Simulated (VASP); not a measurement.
# AlN (Fm-3m) in VASP: a series of runs, part 3 of 3

VASP 6.6.1. The steps go on from the part before.

## (6) Single point, r2SCAN

Contents of POSCAR:

```
AlN
1.0
    0.0000000000      2.0188685302      2.0188685302
    2.0188685302      0.0000000000      2.0188685302
    2.0188685302      2.0188685302      0.0000000000
Al N
1 1
Direct
    0.0000000000      0.0000000000      0.0000000000
    0.5000000000      0.5000000000      0.5000000000
```

Contents of INCAR.step1:

```
  PREC = Accurate
  ENCUT = 520
  ISMEAR = 0
  SIGMA = 0.01
  LREAL = F
  LASPH = T
  NELM = 80
  NBANDS = 11
  GGA = PE
  ALGO = Normal
  EDIFF = 1E-4
  LWAVE = T
  LCHARG = F
```

Contents of INCAR.step2:

```
  PREC = Accurate
  ENCUT = 520
  EDIFF = 1E-7
  ISMEAR = 0
  SIGMA = 0.01
  LREAL = F
  LASPH = T
  NELM = 80
  ALGO = Normal
  ISIF = 2
  LWAVE = F
  LCHARG = F
  METAGGA = R2SCAN
  LMIXTAU = T
  NBANDS = 11
  ISTART = 1
```

Contents of KPOINTS:

```
regular mesh
0
Gamma
  10 10 10
```

Potentials or basis: VASP PAW PBE potentials, release 64 (Al, N).

The run is started by

```
cat potpaw_PBE.64/Al/POTCAR potpaw_PBE.64/N/POTCAR > POTCAR
cp INCAR.step1 INCAR
mpirun -np 1 vasp_std > vasp.out
cp INCAR.step2 INCAR
mpirun -np 1 vasp_std > vasp.out
```

OUTCAR:

```text
PREC = Accurate
   ENCUT = 520
   EDIFF = 1E-7
   ISMEAR = 0
   LREAL = F
   LASPH = T
   NELM = 80
   ISIF = 2
   METAGGA = R2SCAN
   ISTART = 1

 ion  position               nearest neighbor table
   1  0.000  0.000  0.000-   2 2.02   2 2.02   2 2.02   2 2.02   2 2.02   2 2.02
   2  0.500  0.500  0.500-   1 2.02   1 2.02   1 2.02   1 2.02   1 2.02   1 2.02

  LATTYP: Found a face centered cubic cell.
 ALAT       =     4.0377370604

  Lattice vectors:

 A1 = (   0.0000000000,   2.0188685302,   2.0188685302)
 A2 = (   2.0188685302,   0.0000000000,   2.0188685302)
 A3 = (   2.0188685302,   2.0188685302,   0.0000000000)

Analysis of symmetry for initial positions (statically):
=====================================================================
 Subroutine PRICEL returns:
 Original cell was already a primitive cell.

 Routine SETGRP: Setting up the symmetry group for a
 face centered cubic supercell.

 Subroutine GETGRP returns: Found 48 space group operations
[... 9 lines left out ...]

 Routine SETGRP: Setting up the symmetry group for a
 face centered cubic supercell.

 Subroutine GETGRP returns: Found 48 space group operations
[... 11 lines left out ...]
                                     Primitive cell

  volume of cell :      16.4571

  direct lattice vectors                    reciprocal lattice vectors
     0.000000000  2.018868530  2.018868530    -0.247663477  0.247663477  0.247663477
     2.018868530  0.000000000  2.018868530     0.247663477 -0.247663477  0.247663477
     2.018868530  2.018868530  0.000000000     0.247663477  0.247663477 -0.247663477

  length of vectors
     2.855111256  2.855111256  2.855111256     0.428965726  0.428965726  0.428965726

  position of ions in fractional coordinates (direct lattice)
     0.000000000  0.000000000  0.000000000
     0.500000000  0.500000000  0.500000000

  ion indices of the primitive-cell ions
   primitive index   ion index
                 1           1
                 2           2

----------------------------------------------------------------------------------------

 KPOINTS: regular mesh

Automatic generation of k-mesh.
 Grid dimensions read from file:
 generate k-points for:   10   10   10

 Generating k-lattice:

  Cartesian coordinates                     Fractional coordinates (reciprocal lattice)
    -0.024766348  0.024766348  0.024766348     0.100000000  0.000000000  0.000000000
     0.024766348 -0.024766348  0.024766348     0.000000000  0.100000000  0.000000000
     0.024766348  0.024766348 -0.024766348     0.000000000  0.000000000  0.100000000

  Length of vectors
     0.042896573  0.042896573  0.042896573

  Shift w.r.t. Gamma in fractional coordinates (k-lattice)
     0.000000000  0.000000000  0.000000000

 Subroutine IBZKPT returns following result:
 ===========================================

 Found     47 irreducible k-points:

 Following reciprocal coordinates:
            Coordinates               Weight
  0.000000  0.000000  0.000000      1.000000
  0.100000  0.000000  0.000000      8.000000
  0.200000  0.000000  0.000000      8.000000
  0.300000  0.000000  0.000000      8.000000
  0.400000  0.000000  0.000000      8.000000
  0.500000  0.000000  0.000000      4.000000
[... 16 lines left out ...]
  0.300000  0.300000  0.000000      6.000000
  0.400000  0.300000  0.000000     24.000000
 [... further k-points ...]
   k-points           NKPTS =     47   k-points in BZ     NKDIM =     47   number of bands    NBANDS=     11
   number of dos      NEDOS =    301   number of ions     NIONS =      2
   total plane-waves  NPLWV =  13824
   dimension x,y,z NGX =    24 NGY =   24 NGZ =   24
   dimension x,y,z NGXF=    48 NGYF=   48 NGZF=   48
   ions per type =               1   1
   NGX,Y,Z   is equivalent  to a cutoff of  13.97, 13.97, 13.97 a.u.
   NGXF,Y,Z  is equivalent  to a cutoff of  27.95, 27.95, 27.95 a.u.
 SYSTEM =  unknown system
   PREC   = accura    normal or accurate (medium, high low for compatibility)
   ISTART =      1    job   : 0-new  1-cont  2-samecut
   ICHARG =      0    charge: 1-file 2-atom 10-const
   ISPIN  =      1    spin polarized calculation?
   LNONCOLLINEAR =      F non collinear calculations
   LSORBIT =      F    spin-orbit coupling
   LASPH  =      T    aspherical Exc in radial PAW
   ENCUT  =  520.0 eV  38.22 Ry    6.18 a.u.   5.31  5.31  5.31*2*pi/ulx,y,z
   NELM   =     80;   NELMIN=  2; NELMDL=  0     # of ELM steps
   EDIFF  = 0.1E-06   stopping-criterion for ELM
   LREAL  =      F    real-space projection
   EDIFFG = 0.1E-05   stopping-criterion for IOM
   NSW    =      0    number of steps for IOM
   IBRION =     -1    ionic relax: 0-MD 1-quasi-New 2-CG
   NFREE  =      0    steps in history (QN), initial steepest desc. (CG)
   ISIF   =      2    stress and relaxation
   ISYM   =      2    0-nonsym 1-usesym 2-fastsym
   POTIM  = 0.5000    time-step for ionic-motion
   TEBEG  =    0.0;   TEEND  =   0.0 temperature during run
   PSTRESS=    0.0 pullay stress
   NELECT =       8.0000    total number of electrons
   NUPDOWN=      -1.0000    fix difference up-down
   EMIN   =  10.00;   EMAX   =-10.00  energy-range for DOS
   EFERMI =   0.00;   METHOD = LEGACY
   ISMEAR =     0;   SIGMA  =   0.01  broadening in eV -4-tet -1-fermi 0-gaus
   EFERMI_NEDOS =   21; number of points for ismear=-14 and -15
   IALGO  =     38    algorithm
   IMIX   =      4    mixing-type and parameters
     AMIX     =   0.40;   BMIX     =  1.00
     AMIX_MAG =   1.60;   BMIX_MAG =  1.00
  volume/ion in A,a.u.               =       8.23        55.53
  Fermi-wavevector in a.u.,A,eV,Ry     =   1.287222  2.432497 22.544044  1.656940
  Thomas-Fermi vector in A             =   2.419249
   LORBIT       =      0    0 simple, 1 ext, 2 COOP (PROOUT), +10 PAW based schemes
   METAGGA = R2SCAN    functional components
   LHFCALC =     F    Hartree Fock is set to
   AEXX    =    0.0000 exact exchange contribution
   IVDW    =     0    specifies the selected vdW correction
   LEPSILON=     F    determine dielectric tensor
   LRPA    =     F    only Hartree local field effects (RPA)
 non-spin polarized calculation
 Gauss-broadening in eV      SIGMA  =   0.01
  energy-cutoff  :      520.00
  volume of cell :       16.46
 maximum number of plane-waves:       459
 NGX is ok and might be reduce to    24
   NGX = 11   NGY = 11   NGZ = 11

 number of electron       7.9999999 magnetization

 Free energy of the ion-electron system (eV)
  ---------------------------------------------------
  ext. energy  EPLUGINS =         0.00000000
  ---------------------------------------------------
  free energy    TOTEN  =       -18.89692633 eV

  energy without entropy =      -18.89692633  energy(sigma->0) =      -18.89692633

 E-fermi :   9.9199     XC(G=0): -12.8988

 val. band max:        9.8267404805   @ k =   0.0000   0.0000   0.0000
 cond. band min:      15.3535383508   @ k =   0.5000   0.5000   0.0000
 fundamental gap:      5.5267978702
 Fermi energy:         9.9198570863

 k-point     1 :       0.0000    0.0000    0.0000
  band No.  band energies     occupation
      1      -8.6122      2.00000
      2       9.8267      2.00000
      3       9.8267      2.00000
      4       9.8267      2.00000
      5      16.4056      0.00000
      6      22.7524      0.00000
      7      22.7524      0.00000
      8      22.7524      0.00000
      9      28.4352      0.00000
     10      28.4352      0.00000
     11      28.5522      0.00000

 k-point     2 :       0.1000    0.0000    0.0000
  band No.  band energies     occupation
      1      -8.4026      2.00000
      2       8.7964      2.00000
      3       9.6952      2.00000
      4       9.6952      2.00000
      5      17.0354      0.00000
      6      21.9300      0.00000
      7      23.0782      0.00000
      8      23.0782      0.00000
      9      27.0766      0.00000
     10      27.0766      0.00000
     11      29.6256      0.00000
[... 295 lines left out ...]
 k-point    24 :       0.4000    0.3000    0.0000
  band No.  band energies     occupation
      1      -5.5751      2.00000
      2       3.7890      2.00000
      3       6.9454      2.00000
      4       7.4559      2.00000
      5      16.8316      0.00000
      6      17.5634      0.00000
      7      23.2243      0.00000
      8      26.6971      0.00000
      9      27.5786      0.00000
     10      32.7558      0.00000
     11      36.2200      0.00000

 [... further k-points ...]
[... 5 lines left out ...]
  --------------------------------------------------------------------------------------
  -------------------------------------------------------------------------------------
  Total       -0.0833873     -0.0833873     -0.0833873      0.0000000      0.0000000      0.0000000
  in kB       -8.1181354     -8.1181354     -8.1181354      0.0000000      0.0000000      0.0000000
  external PRESSURE =      -8.1181354 kB  Pullay stress =       0.0000000 kB

 VOLUME and BASIS-vectors are now :
 -----------------------------------------------------------------------------
  energy-cutoff  :      520.00
  volume of cell :       16.46
      direct lattice vectors                 reciprocal lattice vectors
     0.000000000  2.018868530  2.018868530    -0.247663477  0.247663477  0.247663477
     2.018868530  0.000000000  2.018868530     0.247663477 -0.247663477  0.247663477
     2.018868530  2.018868530  0.000000000     0.247663477  0.247663477 -0.247663477

 POSITION                                       TOTAL-FORCE (eV/Angst)
 -----------------------------------------------------------------------------------
      0.00000      0.00000      0.00000         0.000000     -0.000000      0.000000
      2.01887      2.01887      2.01887        -0.000000      0.000000     -0.000000
 -----------------------------------------------------------------------------------
    total drift:                               -0.000000     -0.000000      0.000000

  FREE ENERGIE OF THE ION-ELECTRON SYSTEM (eV)
  ---------------------------------------------------
  free  energy   TOTEN  =       -18.8969263292 eV

  energy  without entropy=      -18.8969263292  energy(sigma->0) =      -18.89692633
```

Run time: 39 s. Hardware: 1 thread of AMD EPYC 7R13 (Zen 3), shared host; peak memory 0.11 GiB.

What came out:

- Free energy: -18.8969 eV
- Pressure: -0.8 GPa
- Band gap on the k mesh: 5.53 eV, indirect (least direct gap 6.58 eV)

Caveat: the PAW data sets were made with another functional, which shifts forces and pressure a little. r2SCAN opens gaps a little over a GGA but as a rule still falls short of measured ones.

## (7) Overview

| level | potentials or basis | cell | smearing | gap on the mesh (eV) | pressure (GPa) |
| --- | --- | --- | --- | --- | --- |
| LDA | VASP PAW LDA potentials, release 64 (Al, N) | a = 2.855 Å, angles 60.0°, 2 atoms | gaussian 0.01 eV | 4.50 | -4.7 |
| PBEsol | VASP PAW PBE potentials, release 64 (Al, N) | a = 2.860 Å, angles 60.0°, 2 atoms | fermi-dirac 0.02 eV | 4.54 | -0.1 |
| LDA | VASP PAW LDA potentials, release 64 (Al, N) | a = 2.836 Å, angles 60.0°, 2 atoms | fermi-dirac 0.02 eV | 4.69 | 0.6 |
| r2SCAN | VASP PAW PBE potentials, release 64 (Al, N) | a = 2.855 Å, angles 60.0°, 2 atoms | fermi-dirac 0.02 eV | 5.53 | -0.8 |
| r2SCAN | VASP PAW PBE potentials, release 64 (Al, N) | a = 2.855 Å, angles 60.0°, 2 atoms | gaussian 0.01 eV | 5.53 | -0.8 |

Alike in all rows: task single point; no spin polarisation; k mesh 10 × 10 × 10; cutoff (eV) 520.

Caveats: the PAW data sets were made with another functional, which shifts forces and pressure a little (some runs).

Total energies depend on the potentials used, so only differences within one code and one set of settings carry meaning.
